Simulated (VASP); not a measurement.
# AlN (P6_3/mmc) in VASP: a series of runs

AlN is run at these levels: PBEsol; tasks: single point.

Everything below comes from runs of VASP 6.6.1. Logs are shortened: lines on timing, memory, paths and dates and some standing lists are left out, and cuts for length are marked.

## 1. The cell of the first run

Symmetry: P6_3/mmc, No. 194, hexagonal system. The conventional cell has a = 3.341 Å, b = 3.341 Å, c = 4.181 Å, α = 90.00°, β = 90.00°, γ = 120.00°. Within 2.6 Å of Al (site symmetry -6m2) lie 5 N at 1.93 to 2.09 Å. Within 2.6 Å of N (site symmetry -6m2) lie 5 Al at 1.93 to 2.09 Å.

## 2. Single point, PBEsol

Input file INCAR:

```
ALGO = Normal ; EDIFF = 1E-7
ENCUT = 520 ; GGA = PS
ISIF = 2 ; ISMEAR = 0
LASPH = T ; LCHARG = F
LREAL = F ; LWAVE = F
NBANDS = 16 ; NELM = 100
PREC = Accurate ; SIGMA = 0.05
```

Input file KPOINTS:

```
k-points
0
Gamma
  9 9 6
```

Input file POSCAR:

```
AlN
1.0
    3.3411000000      0.0000000000      0.0000000000
   -1.6705500000      2.8934774766      0.0000000000
    0.0000000000      0.0000000000      4.1814000000
Al N
2 2
Direct
    0.3333333333      0.6666666667      0.7500000000
    0.6666666667      0.3333333333      0.2500000000
    0.3333333333      0.6666666667      0.2500000000
    0.6666666667      0.3333333333      0.7500000000
```

Potentials or basis: VASP PAW PBE potentials, release 64 (Al, N).

Command:

```bash
> cat potpaw_PBE.64/Al/POTCAR potpaw_PBE.64/N/POTCAR > POTCAR
> mpirun -np 1 vasp_std > vasp.out
```

OUTCAR:

```text
EDIFF = 1E-7
   ENCUT = 520
   GGA = PS
   ISIF = 2
   ISMEAR = 0
   LASPH = T
   LREAL = F
   NELM = 100
   PREC = Accurate

 ion  position               nearest neighbor table
   1  0.333  0.667  0.750-   4 1.93   4 1.93   4 1.93   3 2.09   3 2.09   2 2.84   2 2.84   2 2.84
                             2 2.84   2 2.84   2 2.84
   2  0.667  0.333  0.250-   3 1.93   3 1.93   3 1.93   4 2.09   4 2.09   1 2.84   1 2.84   1 2.84
                             1 2.84   1 2.84   1 2.84
   3  0.333  0.667  0.250-   2 1.93   2 1.93   2 1.93   1 2.09   1 2.09
   4  0.667  0.333  0.750-   1 1.93   1 1.93   1 1.93   2 2.09   2 2.09

  LATTYP: Found a hexagonal cell.
 ALAT       =     3.3411000000
 C/A-ratio  =     1.2515039957

  Lattice vectors:

 A1 = (   3.3411000000,   0.0000000000,   0.0000000000)
 A2 = (  -1.6705500000,   2.8934774766,   0.0000000000)
 A3 = (   0.0000000000,   0.0000000000,   4.1814000000)

Analysis of symmetry for initial positions (statically):
=====================================================================
 Subroutine PRICEL returns:
 Original cell was already a primitive cell.

 Routine SETGRP: Setting up the symmetry group for a
 hexagonal supercell.

 Subroutine GETGRP returns: Found 24 space group operations
 (whereof 12 operations were pure point group operations)
 out of a pool of 24 trial point group operations.

The static configuration has the point symmetry D_3d.
 The point group associated with its full space group is D_6h.

Analysis of symmetry for dynamics (positions and initial velocities):
=====================================================================
 Subroutine PRICEL returns:
 Original cell was already a primitive cell.

 Routine SETGRP: Setting up the symmetry group for a
 hexagonal supercell.

 Subroutine GETGRP returns: Found 24 space group operations
 (whereof 12 operations were pure point group operations)
 out of a pool of 24 trial point group operations.

The dynamic configuration has the point symmetry D_3d.
 The point group associated with its full space group is D_6h.

 Subroutine INISYM returns: Found 24 space group operations
 (whereof 12 operations are pure point group operations),
 and found     1 'primitive' translations

----------------------------------------------------------------------------------------

                                     Primitive cell

  volume of cell :      40.4233

  direct lattice vectors                    reciprocal lattice vectors
     3.341100000  0.000000000  0.000000000     0.299302625  0.172802451  0.000000000
    -1.670550000  2.893477477  0.000000000     0.000000000  0.345604902  0.000000000
     0.000000000  0.000000000  4.181400000     0.000000000  0.000000000  0.239154350

  length of vectors
     3.341100000  3.341100000  4.181400000     0.345604902  0.345604902  0.239154350

  position of ions in fractional coordinates (direct lattice)
     0.333333333  0.666666667  0.750000000
     0.666666667  0.333333333  0.250000000
     0.333333333  0.666666667  0.250000000
     0.666666667  0.333333333  0.750000000

  ion indices of the primitive-cell ions
   primitive index   ion index
                 1           1
                 2           2
                 3           3
                 4           4

----------------------------------------------------------------------------------------

 KPOINTS: k-points

Automatic generation of k-mesh.
 Grid dimensions read from file:
 generate k-points for:    9    9    6

 Generating k-lattice:

  Cartesian coordinates                     Fractional coordinates (reciprocal lattice)
     0.033255847  0.019200272  0.000000000     0.111111111  0.000000000  0.000000000
     0.000000000  0.038400545  0.000000000     0.000000000  0.111111111  0.000000000
     0.000000000  0.000000000  0.039859058     0.000000000  0.000000000  0.166666667

  Length of vectors
     0.038400545  0.038400545  0.039859058

  Shift w.r.t. Gamma in fractional coordinates (k-lattice)
     0.000000000  0.000000000  0.000000000

 Subroutine IBZKPT returns following result:
 ===========================================

 Found     48 irreducible k-points:

 Following reciprocal coordinates:
            Coordinates               Weight
  0.000000  0.000000  0.000000      1.000000
  0.111111  0.000000  0.000000      6.000000
  0.222222 -0.000000  0.000000      6.000000
  0.333333 -0.000000  0.000000      6.000000
  0.444444 -0.000000  0.000000      6.000000
  0.111111  0.111111  0.000000      6.000000
[... 16 lines left out ...]
  0.333333  0.222222  0.166667     24.000000
  0.333333  0.333333  0.166667      4.000000
 [... further k-points ...]
   k-points           NKPTS =     48   k-points in BZ     NKDIM =     48   number of bands    NBANDS=     16
   number of dos      NEDOS =    301   number of ions     NIONS =      4
   total plane-waves  NPLWV =  25088
   dimension x,y,z NGX =    28 NGY =   28 NGZ =   32
   dimension x,y,z NGXF=    56 NGYF=   56 NGZF=   64
   ions per type =               2   2
   NGX,Y,Z   is equivalent  to a cutoff of  13.93, 13.93, 12.72 a.u.
   NGXF,Y,Z  is equivalent  to a cutoff of  27.86, 27.86, 25.45 a.u.
 SYSTEM =  unknown system
   PREC   = accura    normal or accurate (medium, high low for compatibility)
   ISTART =      0    job   : 0-new  1-cont  2-samecut
   ICHARG =      2    charge: 1-file 2-atom 10-const
   ISPIN  =      1    spin polarized calculation?
   LNONCOLLINEAR =      F non collinear calculations
   LSORBIT =      F    spin-orbit coupling
   LASPH  =      T    aspherical Exc in radial PAW
   ENCUT  =  520.0 eV  38.22 Ry    6.18 a.u.   6.21  6.21  7.77*2*pi/ulx,y,z
   NELM   =    100;   NELMIN=  2; NELMDL= -5     # of ELM steps
   EDIFF  = 0.1E-06   stopping-criterion for ELM
   LREAL  =      F    real-space projection
   EDIFFG = 0.1E-05   stopping-criterion for IOM
   NSW    =      0    number of steps for IOM
   IBRION =     -1    ionic relax: 0-MD 1-quasi-New 2-CG
   NFREE  =      0    steps in history (QN), initial steepest desc. (CG)
   ISIF   =      2    stress and relaxation
   ISYM   =      2    0-nonsym 1-usesym 2-fastsym
   POTIM  = 0.5000    time-step for ionic-motion
   TEBEG  =    0.0;   TEEND  =   0.0 temperature during run
   PSTRESS=    0.0 pullay stress
   NELECT =      16.0000    total number of electrons
   NUPDOWN=      -1.0000    fix difference up-down
   EMIN   =  10.00;   EMAX   =-10.00  energy-range for DOS
   EFERMI =   0.00;   METHOD = LEGACY
   ISMEAR =     0;   SIGMA  =   0.05  broadening in eV -4-tet -1-fermi 0-gaus
   EFERMI_NEDOS =   21; number of points for ismear=-14 and -15
   IALGO  =     38    algorithm
   IMIX   =      4    mixing-type and parameters
     AMIX     =   0.40;   BMIX     =  1.00
     AMIX_MAG =   1.60;   BMIX_MAG =  1.00
  volume/ion in A,a.u.               =      10.11        68.20
  Fermi-wavevector in a.u.,A,eV,Ry     =   1.202000  2.271450 19.657745  1.444804
  Thomas-Fermi vector in A             =   2.337793
   LORBIT       =      0    0 simple, 1 ext, 2 COOP (PROOUT), +10 PAW based schemes
   GGA     = PS    functional components
   LHFCALC =     F    Hartree Fock is set to
   AEXX    =    0.0000 exact exchange contribution
   IVDW    =     0    specifies the selected vdW correction
   LEPSILON=     F    determine dielectric tensor
   LRPA    =     F    only Hartree local field effects (RPA)
 non-spin polarized calculation
 Gauss-broadening in eV      SIGMA  =   0.05
  energy-cutoff  :      520.00
  volume of cell :       40.42
 maximum number of plane-waves:      1102
 NGX is ok and might be reduce to    28
   NGX = 13   NGY = 13   NGZ = 15

 number of electron      15.9999999 magnetization

 Free energy of the ion-electron system (eV)
  ---------------------------------------------------
  ext. energy  EPLUGINS =         0.00000000
  ---------------------------------------------------
  free energy    TOTEN  =       -30.91662487 eV

  energy without entropy =      -30.91662487  energy(sigma->0) =      -30.91662487

 E-fermi :   7.8856     XC(G=0): -11.2809

 val. band max:        7.6374319299   @ k =   0.0000   0.0000   0.0000
 cond. band min:      10.7361164360   @ k =   0.0000   0.0000   0.0000
 fundamental gap:      3.0986845060
 Fermi energy:         7.8856105809

 k-point     1 :       0.0000    0.0000    0.0000
  band No.  band energies     occupation
      1      -8.9671      2.00000
      2      -5.3195      2.00000
      3       0.8733      2.00000
      4       4.4096      2.00000
      5       4.4096      2.00000
      6       6.1129      2.00000
[... 8 lines left out ...]
     15      19.2985      0.00000
     16      19.3915      0.00000

 k-point     2 :       0.1111    0.0000    0.0000
  band No.  band energies     occupation
      1      -8.8292      2.00000
      2      -5.3201      2.00000
      3       1.0219      2.00000
      4       3.9140      2.00000
      5       4.2106      2.00000
      6       5.6129      2.00000
[... 8 lines left out ...]
     15      18.8239      0.00000
     16      19.0407      0.00000

 k-point     3 :       0.2222   -0.0000    0.0000
  band No.  band energies     occupation
      1      -8.4335      2.00000
      2      -5.3658      2.00000
      3       1.4550      2.00000
      4       2.8484      2.00000
      5       3.8045      2.00000
      6       4.7174      2.00000
[... 8 lines left out ...]
     15      17.8799      0.00000
     16      19.9040      0.00000

 k-point     4 :       0.3333   -0.0000    0.0000
  band No.  band energies     occupation
      1      -7.8470      2.00000
      2      -5.5589      2.00000
      3       1.8722      2.00000
      4       2.1209      2.00000
      5       3.4365      2.00000
      6       3.9498      2.00000
[... 8 lines left out ...]
     15      18.7402      0.00000
     16      20.3743      0.00000

 k-point     5 :       0.4444   -0.0000    0.0000
  band No.  band energies     occupation
      1      -7.2597      2.00000
      2      -5.9007      2.00000
      3       1.3425      2.00000
      4       2.8265      2.00000
      5       3.2289      2.00000
      6       3.5091      2.00000
[... 8 lines left out ...]
     15      20.3046      0.00000
     16      20.7057      0.00000

 k-point     6 :       0.1111    0.1111    0.0000
  band No.  band energies     occupation
      1      -8.5620      2.00000
      2      -5.3429      2.00000
      3       1.3132      2.00000
      4       3.3616      2.00000
      5       3.5705      2.00000
      6       5.1717      2.00000
[... 8 lines left out ...]
     15      18.5459      0.00000
     16      19.6468      0.00000
[... 267 lines left out ...]
 k-point    21 :       0.4444    0.1111    0.1667
  band No.  band energies     occupation
      1      -6.9564      2.00000
      2      -6.0387      2.00000
      3       0.8869      2.00000
      4       2.4484      2.00000
      5       2.7664      2.00000
      6       4.1320      2.00000
[... 8 lines left out ...]
     15      19.5406      0.00000
     16      20.8050      0.00000

 k-point    22 :       0.2222    0.2222    0.1667
  band No.  band energies     occupation
      1      -7.3954      2.00000
      2      -5.7891      2.00000
      3       1.4671      2.00000
      4       1.8262      2.00000
      5       3.4500      2.00000
      6       3.9846      2.00000
[... 8 lines left out ...]
     15      19.3418      0.00000
     16      20.6304      0.00000

 k-point    23 :       0.3333    0.2222    0.1667
  band No.  band energies     occupation
      1      -6.8570      2.00000
      2      -6.0631      2.00000
      3       1.1862      2.00000
      4       1.9359      2.00000
      5       2.6769      2.00000
      6       4.4900      2.00000
[... 8 lines left out ...]
     15      19.1272      0.00000
     16      20.7262      0.00000

 k-point    24 :       0.3333    0.3333    0.1667
  band No.  band energies     occupation
      1      -6.4101      2.00000
      2      -6.4101      2.00000
      3       1.1939      2.00000
      4       2.1480      2.00000
      5       2.1480      2.00000
      6       4.7438      2.00000
[... 8 lines left out ...]
     15      18.7302      0.00000
     16      20.4799      0.00000

 [... further k-points ...]

------------------------ aborting loop because EDIFF is reached ----------------------------------------

  FORCE on cell =-STRESS in cart. coord.  units (eV):
  Direction    XX          YY          ZZ          XY          YZ          ZX
  --------------------------------------------------------------------------------------
  -------------------------------------------------------------------------------------
  Total       -1.8615101     -1.8615101     -1.4957196      0.0000000      0.0000000      0.0000000
  in kB      -73.7810234    -73.7810234    -59.2829053      0.0000000      0.0000000      0.0000000
  external PRESSURE =     -68.9483174 kB  Pullay stress =       0.0000000 kB

 VOLUME and BASIS-vectors are now :
 -----------------------------------------------------------------------------
  energy-cutoff  :      520.00
  volume of cell :       40.42
      direct lattice vectors                 reciprocal lattice vectors
     3.341100000  0.000000000  0.000000000     0.299302625  0.172802451  0.000000000
    -1.670550000  2.893477477  0.000000000     0.000000000  0.345604902  0.000000000
     0.000000000  0.000000000  4.181400000     0.000000000  0.000000000  0.239154350

 POSITION                                       TOTAL-FORCE (eV/Angst)
 -----------------------------------------------------------------------------------
     -0.00000      1.92898      3.13605         0.000000     -0.000000      0.000000
      1.67055      0.96449      1.04535        -0.000000      0.000000      0.000000
     -0.00000      1.92898      1.04535        -0.000000     -0.000000      0.000000
      1.67055      0.96449      3.13605         0.000000      0.000000      0.000000
 -----------------------------------------------------------------------------------
    total drift:                                0.000000     -0.000000      0.000000

  FREE ENERGIE OF THE ION-ELECTRON SYSTEM (eV)
  ---------------------------------------------------
  free  energy   TOTEN  =       -30.9166248683 eV

  energy  without entropy=      -30.9166248683  energy(sigma->0) =      -30.91662487
```

Run time: 20 s. Hardware: 1 thread of Intel Xeon 6975P-C, shared host; peak memory 0.17 GiB.

Results:

| Property | Result |
| --- | --- |
| Free energy | -30.9166 eV |
| Pressure | -6.9 GPa |
| Band gap on the k mesh | 3.10 eV, direct |

Levels at points of the mesh, in eV from the valence-band top:
| k point | band 6 | band 7 | band 8 | band 9 | band 10 | band 11 |
| --- | --- | --- | --- | --- | --- | --- |
| (0.00, 0.00, 0.00) | -1.52 | -1.52 | 0.00 | 3.10 | 4.21 | 8.03 |
| (0.00, 0.00, 0.50) | -2.42 | -2.42 | -2.42 | 5.50 | 5.50 | 8.21 |

Caveat: the PAW data sets were made with another functional, which shifts forces and pressure a little.

## 3. Single point, PBEsol

Input file INCAR:

```
SYSTEM = AlN
ALGO     = Normal         ! electronic algorithm
EDIFF    = 1E-6           ! SCF threshold, eV
ENCUT    = 520            ! plane-wave cutoff, eV
GGA      = PS             ! functional
ISIF     = 2              ! what is computed and relaxed
ISMEAR   = 0              ! smearing method
LASPH    = .TRUE.         ! aspherical terms in the spheres
LCHARG   = .FALSE.        ! write CHGCAR
LREAL    = .FALSE.        ! projectors in reciprocal space
LWAVE    = .FALSE.        ! write WAVECAR
NBANDS   = 16             ! bands
NELM     = 100            ! most SCF steps
PREC     = Accurate       ! precision mode
SIGMA    = 0.05           ! smearing width, eV
```

Input file KPOINTS:

```
k-points
0
G
  9 9 6
  0 0 0
```

Input file POSCAR:

```
AlN
1.0
    3.3609000000      0.0000000000      0.0000000000
   -1.6804500000      2.9106247796      0.0000000000
    0.0000000000      0.0000000000      4.1400037194
Al N
2 2
Direct
    0.3333333333      0.6666666667      0.7500000000
    0.6666666667      0.3333333333      0.2500000000
    0.3333333333      0.6666666667      0.2500000000
    0.6666666667      0.3333333333      0.7500000000
```

Potentials or basis: VASP PAW PBE potentials, release 64 (Al, N).

Command:

```bash
> cat potpaw_PBE.64/Al/POTCAR potpaw_PBE.64/N/POTCAR > POTCAR
> mpirun -np 1 vasp_std > vasp.out
```

Run time: 23 s. Hardware: 1 thread of Intel Xeon 6975P-C, shared host; peak memory 0.17 GiB.

The run converged. Its results:

| Quantity | Value |
| --- | --- |
| Free energy | -30.9058 eV |
| Pressure | -7.5 GPa |
| Band gap on the k mesh | 3.13 eV, direct |

Stress tensor (GPa, compression positive):
```
-8.85  0.00  0.00
 0.00 -8.85  0.00
 0.00  0.00 -4.71
```

Levels at points of the mesh, in eV from the valence-band top:
```csv
k point,band 4,band 5,band 6,band 7,band 8,band 9,band 10,band 11,band 12,band 13
"(0.00, 0.00, 0.00)",-3.20,-3.20,-1.42,-1.42,0.00,3.13,4.21,8.01,8.01,11.13
"(0.00, 0.00, 0.50)",-3.63,-2.35,-2.35,-2.35,-2.35,5.55,5.55,8.16,8.16,8.16
```

Caveat: the PAW data sets were made with another functional, which shifts forces and pressure a little. PBEsol gaps usually lie below the measured ones, often by a third to a half.

(Part 1 of 2 ends here.)
